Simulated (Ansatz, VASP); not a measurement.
# Zr2B3 in VASP and in Ansatz

INCAR

```
ALGO = Normal ; EDIFF = 1E-6
ENCUT = 520 ; GGA = PE
ISIF = 2 ; ISMEAR = 0
ISPIN = 2 ; LASPH = T
LCHARG = F ; LMAXMIX = 4
LORBIT = 11 ; LREAL = F
LWAVE = F ; MAGMOM = 1 1 0 0 0
NBANDS = 28 ; NELM = 150
PREC = Accurate ; SIGMA = 0.1
```

File KPOINTS:

```
k-points
0
Gamma
  6 6 6
```

POSCAR

```
Zr2B3
1.0
    1.7180839446      0.9919362279      6.3282588284
   -1.7180839446      0.9919362279      6.3282588284
    0.0000000000     -1.9838724558      6.3282588284
Zr B
2 3
Direct
    0.3984329219      0.3984329219      0.3984329219
    0.6015670781      0.6015670781      0.6015670781
    0.0000000000      0.5000000000      0.0000000000
    0.0000000000      0.0000000000      0.5000000000
    0.5000000000      0.0000000000      0.0000000000
```

Input for Ansatz:

```yaml
crystal:
  lattice:
    - [1.7180839446, 0.9919362279, 6.3282588284]
    - [-1.7180839446, 0.9919362279, 6.3282588284]
    - [0.0, -1.9838724558, 6.3282588284]
  atoms:
    - { symbol: Zr, position: [0.3984329219, 0.3984329219, 0.3984329219], spin: 1.0 }
    - { symbol: Zr, position: [0.6015670781, 0.6015670781, 0.6015670781], spin: 1.0 }
    - { symbol: B, position: [0.0, 0.5, 0.0] }
    - { symbol: B, position: [0.0, 0.0, 0.5] }
    - { symbol: B, position: [0.5, 0.0, 0.0] }
basis:
  ecutwfc: 420
kpoints:
  mp_grid: { grid: [6, 6, 6] }
hamiltonian:
  xc: pbe
scf:
  occupations: { method: gaussian, width: 0.1 }
  lower_state_search: "off"
output:
  forces: true
  stress: true
  eigenvalues: true
  populations: true
magnetization:
  spin_polarized: true
```

Change from the starting cell: the structure that the rattled cell fell into.

Alike in both runs: task single point; functional PBE; k mesh 6 × 6 × 6; occupations gaussian, width 0.1 eV; collinear spin.

```csv
,VASP,Ansatz
version,VASP 6.6.1,Ansatz 0.2.0
potentials or method,"VASP PAW PBE potentials, release 64 (Zr_sv, B), cutoff 520 eV","scalar-relativistic, plane waves, PAW"
valence electrons in the cell,33,33
```

|  | VASP | Ansatz | Ansatz less VASP |
| --- | --- | --- | --- |
| gap on the k mesh at the Fermi level (eV) | none | none | - |
| pressure (GPa) | 0.2 | 0.2 | -0.05 |
| traceless stress, the component that is largest in VASP (GPa) | 0.11 | 0.09 | -0.024 |
| rms of the force components (eV/Å) | 0.032 | 0.036 | +0.0034 |
| net moment per atom (μB) | 0.00 | 0.00 | 0.000 |

Atom by atom the forces differ by 0.003 eV/Å (rms over components). A gap of «none» marks a metal or a gap that the smearing closes. With one functional, cell and mesh, what is left measures potentials, basis and numerics. Ansatz's warnings: seeded moment not kept.
